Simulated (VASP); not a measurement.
Crystal: BaTa3O2.

```
Ba Ta O
1.0
     4.59296    0.00000    0.00000
     0.00000    4.59296    0.00000
     0.00000    0.00000    5.20809
Ba Ta O
1 3 2
Direct
  0.00000 0.00000 0.00000
  0.50000 0.50000 0.00000
  0.00000 0.50000 0.52720
  0.50000 0.00000 0.47280
  0.00000 0.50000 0.90196
  0.50000 0.00000 0.09804
```

The cell was built from a structure type or drawn by symmetry, and may not be a known phase.

| Property | Result |
| --- | --- |
| Program | VASP 6.6.1 |
| Task | relaxation of cell and atoms |
| Functional | PBE |
| Potentials or basis | VASP PAW PBE potentials, release 64 (Ba_sv, Ta_pv, O) |
| Cutoff | 600 eV |
| k mesh | 8 × 8 × 8 |
| Occupations | gaussian, width 0.1 eV |
| Spin | no spin polarisation |

At the start: pressure 2.1 GPa; volume 18.31 Å³/atom.

Task: How do energy, volume and symmetry change on relaxing?

Result: Over 8 steps the energy falls by 3.4 meV/atom and the volume is 18.58 Å³/atom (+1.5 %); space group P-4m2 (No. 115, to 0.1 Å) before and after.

Step by step:
```tsv
step	energy change (eV)	largest force (eV/Å)	pressure (GPa)	volume (Å³)
1	0.0000	0.1433	2.14	109.87
2	-0.0021	0.2253	-2.44	113.79
3	-0.0162	0.1674	-0.31	111.87
4	-0.0173	0.2403	0.13	111.81
5	-0.0185	0.1169	-0.07	111.83
6	-0.0194	0.0783	-0.07	111.72
7	-0.0202	0.0340	-0.07	111.38
8	-0.0203	0.0090	-0.07	111.47
```

Final structure:
```yaml
crystal:
  lattice:
    - [4.63973, 0.00000, 0.00000]
    - [0.00000, 4.63973, 0.00000]
    - [0.00000, 0.00000, 5.17807]
  atoms:
    - { symbol: Ba, position: [0.00000, 0.00000, 0.00000] }
    - { symbol: Ta, position: [0.50000, 0.50000, 0.00000] }
    - { symbol: Ta, position: [0.00000, 0.50000, 0.52388] }
    - { symbol: Ta, position: [0.50000, 0.00000, 0.47612] }
    - { symbol: O, position: [0.00000, 0.50000, 0.89997] }
    - { symbol: O, position: [0.50000, 0.00000, 0.10003] }
```

Caveat: an odd number of electrons without spin polarisation forces a metal; a magnetic or distorted state may lie lower.
